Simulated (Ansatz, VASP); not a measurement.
**Ti in VASP and in Ansatz**

```xyz
1
Lattice="0.0000 2.1112 1.9488 2.1112 0.0000 1.9488 2.1112 2.1112 0.0000" Properties=species:S:1:pos:R:3 pbc="T T T"
Ti    0.0000    0.0000    0.0000
```

Change from the starting cell: strain +0.040 along x and y, -0.040 along z, atoms carried along.

Alike in both runs: task single point; functional r2SCAN; k mesh 20 × 20 × 20; occupations gaussian, width 0.15 eV; no spin polarisation.

|  | VASP | Ansatz |
| --- | --- | --- |
| version | VASP 6.6.1 | Ansatz 0.2.0 |
| potentials or method | VASP PAW PBE potentials, release 64 (Ti_sv), cutoff 520 eV | scalar-relativistic, plane waves, PAW |
| valence electrons in the cell | 12 | 12 |

|  | VASP | Ansatz | Ansatz less VASP |
| --- | --- | --- | --- |
| gap on the k mesh at the Fermi level (eV) | none | none | - |
| pressure (GPa) | 0.3 | -0.1 | -0.41 |
| traceless stress, the component that is largest in VASP (GPa) | 1.68 | 1.68 | -0.005 |

VASP's potentials were made for PBE, not for r2SCAN. A gap of «none» marks a metal or a gap that the smearing closes.
